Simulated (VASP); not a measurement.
Input of a VASP 6.6.1 run:

The input INCAR:

```
PREC     = Accurate       # precision mode
ENCUT    = 520            # plane-wave cutoff, eV
EDIFF    = 1E-7           # SCF threshold, eV
ISMEAR   = 0              # smearing method
SIGMA    = 0.02           # smearing width, eV
LREAL    = Auto         
LASPH    = True           # aspherical terms in the spheres
NELM     = 100            # most SCF steps
ALGO     = Normal         # electronic algorithm
ISIF     = 2              # what is computed and relaxed
LWAVE    = False          # write WAVECAR
LCHARG   = True           # write CHGCAR
GGA      = PE             # functional
LELF     = True           # ELF
LVHAR    = True         
NBANDS   = 52             # bands
```

KPOINTS

```
regular mesh
0
Gamma
  2 2 2
```

The input POSCAR:

```
TiSi16
1.0
    0.0000000000      5.4300000000      5.4300000000
    5.4300000000      0.0000000000      5.4300000000
    5.4300000000      5.4300000000      0.0000000000
Si Ti
16 1
Direct
    0.0149739686     -0.0185847528     -0.0009279822
    0.1376327052      0.1202320315      0.1218095052
    0.0041901448      0.0002676407      0.4955699657
    0.1380128603      0.1163536575      0.6181848030
    0.0147193620      0.5047197568     -0.0011589023
    0.1393054611      0.6183786351      0.1234751554
    0.0162440951      0.4993410731      0.4853808799
    0.1379871838      0.6277784273      0.6179621987
    0.5114087996      0.0002409833     -0.0115943564
    0.6340505915      0.1163448426      0.1221980163
    0.5117086542     -0.0023766639      0.4959049068
    0.6336296398      0.1244255913      0.6178197091
    0.5012188993      0.4993528133      0.0003478122
    0.6338070887      0.6277435509      0.1221703166
    0.5116592293      0.4950473723      0.4958472127
    0.6338563237      0.6241533577      0.6179940268
   -0.1123487070      0.3702072831      0.8718525325
```

Potentials or basis: VASP PAW PBE potentials, release 64 (Si, Ti_sv).

The run is started by

```bash
$ cat potpaw_PBE.64/Si/POTCAR potpaw_PBE.64/Ti_sv/POTCAR > POTCAR
$ mpirun -np 1 vasp_std > vasp.out
```

Q: Estimate the band gap on the k mesh.

A: Zero (band 38 reaches 6.96 eV, above the bottom of band 39 at 6.56 eV).

Q: Predict the pressure.

A: 4.0 GPa.

Q: Predict the largest force.

A: 0.011 eV/Å.

Stress tensor (GPa, compression positive):
```
3.96 0.00 0.12
0.00 4.11 0.00
0.12 0.00 3.96
```

Caveat: the k points lie up to 0.50 Å⁻¹ apart.
